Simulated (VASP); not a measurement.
# TiO2 (P4_2/mnm) in VASP: single point with PBEsol

Aim: the single point of TiO2 with PBEsol.

Program: VASP 6.6.1. These are calculated values, not measurements. Logs are shortened: lines on timing, memory, paths and dates and some standing lists are left out, and cuts for length are marked.

**1. The cell of the first run**

Symmetry: P4_2/mnm, No. 136, tetragonal system. The conventional cell has a = 4.591 Å, b = 4.591 Å, c = 2.939 Å, α = 90.00°, β = 90.00°, γ = 90.00°. Within 2.6 Å of Ti (site symmetry mmm) lie 6 O at 1.94 to 1.98 Å. Within 2.6 Å of O (site symmetry m2m) lie 3 Ti at 1.94 to 1.98 Å and 1 O at 2.54 Å.

**2. Single point, PBEsol**

Contents of INCAR:

```
  ALGO = Normal
  EDIFF = 1E-6
  ENCUT = 520
  GGA = PS
  ISIF = 2
  ISMEAR = 0
  LASPH = True
  LCHARG = False
  LREAL = False
  LWAVE = False
  NBANDS = 33
  NELM = 60
  PREC = Accurate
  SIGMA = 0.02
```

Contents of KPOINTS:

```
k-points
0
Gamma
  6 6 10
```

Contents of POSCAR:

```
TiO2
1.0
    4.5912433035      0.0000000000      0.0000000000
    0.0000000000      4.5912433035      0.0000000000
    0.0000000000      0.0000000000      2.9390135271
Ti O
2 4
Direct
    0.5000000000      0.5000000000      0.0000000000
    0.0000000000      0.0000000000      0.5000000000
    0.6955605223      0.6955605223      0.5000000000
    0.8044394777      0.1955605223      0.0000000000
    0.1955605223      0.8044394777      0.0000000000
    0.3044394777      0.3044394777      0.5000000000
```

Potentials or basis: VASP PAW PBE potentials, release 64 (Ti_sv, O).

Command:

```bash
> cat potpaw_PBE.64/Ti_sv/POTCAR potpaw_PBE.64/O/POTCAR > POTCAR
> mpirun -np 1 vasp_std > vasp.out
```

OUTCAR:

```text
EDIFF = 1E-6
   ENCUT = 520
   GGA = PS
   ISIF = 2
   ISMEAR = 0
   LASPH = True
   LREAL = False
   NELM = 60
   PREC = Accurate

 ion  position               nearest neighbor table
   1  0.500  0.500  0.000-   3 1.94   6 1.94   3 1.94   6 1.94   5 1.98   4 1.98
   2  0.000  0.000  0.500-   4 1.94   5 1.94   4 1.94   5 1.94   3 1.98   6 1.98
   3  0.696  0.696  0.500-   1 1.94   1 1.94   2 1.98
   4  0.804  0.196  0.000-   2 1.94   2 1.94   1 1.98
   5  0.196  0.804  0.000-   2 1.94   2 1.94   1 1.98
   6  0.304  0.304  0.500-   1 1.94   1 1.94   2 1.98

  LATTYP: Found a simple tetragonal cell.
 ALAT       =     4.5912433035
 C/A-ratio  =     0.6401345633

  Lattice vectors:

 A1 = (   4.5912433035,   0.0000000000,   0.0000000000)
 A2 = (   0.0000000000,   4.5912433035,   0.0000000000)
 A3 = (   0.0000000000,   0.0000000000,   2.9390135271)

Analysis of symmetry for initial positions (statically):
=====================================================================
 Subroutine PRICEL returns:
 Original cell was already a primitive cell.

 Routine SETGRP: Setting up the symmetry group for a
 simple tetragonal supercell.

 Subroutine GETGRP returns: Found 16 space group operations
 (whereof  8 operations were pure point group operations)
 out of a pool of 16 trial point group operations.

The static configuration has the point symmetry D_2h.
 The point group associated with its full space group is D_4h.

Analysis of symmetry for dynamics (positions and initial velocities):
=====================================================================
 Subroutine PRICEL returns:
 Original cell was already a primitive cell.

 Routine SETGRP: Setting up the symmetry group for a
 simple tetragonal supercell.

 Subroutine GETGRP returns: Found 16 space group operations
 (whereof  8 operations were pure point group operations)
 out of a pool of 16 trial point group operations.

The dynamic configuration has the point symmetry D_2h.
 The point group associated with its full space group is D_4h.

 Subroutine INISYM returns: Found 16 space group operations
 (whereof  8 operations are pure point group operations),
 and found     1 'primitive' translations

----------------------------------------------------------------------------------------
[... 95 lines left out ...]
   ISPIN  =      1    spin polarized calculation?
   LNONCOLLINEAR =      F non collinear calculations
   LSORBIT =      F    spin-orbit coupling
   LASPH  =      T    aspherical Exc in radial PAW
   ENCUT  =  520.0 eV  38.22 Ry    6.18 a.u.   8.54  8.54  5.46*2*pi/ulx,y,z
   NELM   =     60;   NELMIN=  2; NELMDL= -5     # of ELM steps
   EDIFF  = 0.1E-05   stopping-criterion for ELM
   LREAL  =      F    real-space projection
   EDIFFG = 0.1E-04   stopping-criterion for IOM
   NSW    =      0    number of steps for IOM
   IBRION =     -1    ionic relax: 0-MD 1-quasi-New 2-CG
   NFREE  =      0    steps in history (QN), initial steepest desc. (CG)
   ISIF   =      2    stress and relaxation
   ISYM   =      2    0-nonsym 1-usesym 2-fastsym
   POTIM  = 0.5000    time-step for ionic-motion
   TEBEG  =    0.0;   TEEND  =   0.0 temperature during run
   PSTRESS=    0.0 pullay stress
   NELECT =      48.0000    total number of electrons
   NUPDOWN=      -1.0000    fix difference up-down
   EMIN   =  10.00;   EMAX   =-10.00  energy-range for DOS
   EFERMI =   0.00;   METHOD = LEGACY
   ISMEAR =     0;   SIGMA  =   0.02  broadening in eV -4-tet -1-fermi 0-gaus
   EFERMI_NEDOS =   21; number of points for ismear=-14 and -15
   IALGO  =     38    algorithm
   IMIX   =      4    mixing-type and parameters
     AMIX     =   0.40;   BMIX     =  1.00
     AMIX_MAG =   1.60;   BMIX_MAG =  1.00
  volume/ion in A,a.u.               =      10.33        69.68
  Fermi-wavevector in a.u.,A,eV,Ry     =   1.503608  2.841406 30.760538  2.260836
  Thomas-Fermi vector in A             =   2.614696
   LORBIT       =      0    0 simple, 1 ext, 2 COOP (PROOUT), +10 PAW based schemes
   GGA     = PS    functional components
   LHFCALC =     F    Hartree Fock is set to
   AEXX    =    0.0000 exact exchange contribution
   IVDW    =     0    specifies the selected vdW correction
   LEPSILON=     F    determine dielectric tensor
   LRPA    =     F    only Hartree local field effects (RPA)
 non-spin polarized calculation
 Gauss-broadening in eV      SIGMA  =   0.02
  energy-cutoff  :      520.00
  volume of cell :       61.95
 maximum number of plane-waves:      1696
 NGX is ok and might be reduce to    36
   NGX = 17   NGY = 17   NGZ = 11

 number of electron      48.0000020 magnetization

 Free energy of the ion-electron system (eV)
  ---------------------------------------------------
  ext. energy  EPLUGINS =         0.00000000
  ---------------------------------------------------
  free energy    TOTEN  =       -56.09834041 eV

  energy without entropy =      -56.09834041  energy(sigma->0) =      -56.09834041

 E-fermi :   5.0041     XC(G=0): -11.7426

 val. band max:        4.8011797080   @ k =   0.0000   0.0000   0.0000
 cond. band min:       6.6423637472   @ k =   0.0000   0.0000   0.0000
 fundamental gap:      1.8411840392
 Fermi energy:         5.0040635379

 k-point     1 :       0.0000    0.0000    0.0000
  band No.  band energies     occupation
      1     -51.8214      2.00000
      2     -51.8031      2.00000
      3     -28.2522      2.00000
      4     -28.2522      2.00000
      5     -28.0776      2.00000
      6     -28.0776      2.00000
[... 853 lines left out ...]
     32      10.2205      0.00000
     33      11.4104      0.00000

 [... further k-points ...]
[... 5 lines left out ...]
  --------------------------------------------------------------------------------------
  -------------------------------------------------------------------------------------
  Total        0.2214923      0.2214923      0.3354489     -0.0000000      0.0000000      0.0000000
  in kB        5.7280531      5.7280531      8.6751045     -0.0000000      0.0000000      0.0000000
  external PRESSURE =       6.7104035 kB  Pullay stress =       0.0000000 kB

 VOLUME and BASIS-vectors are now :
 -----------------------------------------------------------------------------
  energy-cutoff  :      520.00
  volume of cell :       61.95
      direct lattice vectors                 reciprocal lattice vectors
     4.591243303  0.000000000  0.000000000     0.217805926  0.000000000  0.000000000
     0.000000000  4.591243303  0.000000000     0.000000000  0.217805926  0.000000000
     0.000000000  0.000000000  2.939013527     0.000000000  0.000000000  0.340250220

 POSITION                                       TOTAL-FORCE (eV/Angst)
 -----------------------------------------------------------------------------------
      2.29562      2.29562      0.00000        -0.000000      0.000000      0.000000
      0.00000      0.00000      1.46951        -0.000000      0.000000      0.000000
      3.19349      3.19349      1.46951         0.017680      0.017680      0.000000
      3.69338      0.89787      0.00000        -0.017680      0.017680      0.000000
      0.89787      3.69338      0.00000         0.017680     -0.017680      0.000000
      1.39776      1.39776      1.46951        -0.017680     -0.017680      0.000000
 -----------------------------------------------------------------------------------
    total drift:                                0.000000      0.000000      0.000000

  FREE ENERGIE OF THE ION-ELECTRON SYSTEM (eV)
  ---------------------------------------------------
  free  energy   TOTEN  =       -56.0983404104 eV

  energy  without entropy=      -56.0983404104  energy(sigma->0) =      -56.09834041
```

stdout:

```text
POSCAR found type information on POSCAR TiO
 POSCAR found :  2 types and       6 ions
 scaLAPACK will be used
 -----------------------------------------------------------------------------
|                                                                             |
|                                                                             |
|     You enforced a specific xc type in the INCAR file but a different       |
|     I HOPE YOU KNOW WHAT YOU ARE DOING!                                     |
|                                                                             |
 -----------------------------------------------------------------------------

 LDA part: xc-table for (Slater+PW92), standard interpolation
 POSCAR, INCAR and KPOINTS ok, starting setup
 FFT: planning ... GRIDC
 FFT: planning ... GRID_SOFT
 FFT: planning ... GRID
 WAVECAR not read
 entering main loop
```

Run time: 1.9 min. Hardware: 1 thread of Intel Xeon Platinum 8488C (Sapphire Rapids), shared host; peak memory 0.23 GiB.

What came out:

```
Free energy            : -56.0983 eV
Pressure               : 0.7 GPa
Largest force          : 0.025 eV/Å
Band gap on the k mesh : 1.84 eV
```

Forces in eV/Å, atoms in the order of the input:
```
Ti   0.000  0.000  0.000
Ti   0.000  0.000  0.000
O    0.018  0.018  0.000
O   -0.018  0.018  0.000
O    0.018 -0.018  0.000
O   -0.018 -0.018  0.000
```

Stress tensor (GPa, compression positive):
```
0.57 0.00 0.00
0.00 0.57 0.00
0.00 0.00 0.87
```

Caveat: the PAW data sets were made with another functional, which shifts forces and pressure a little.
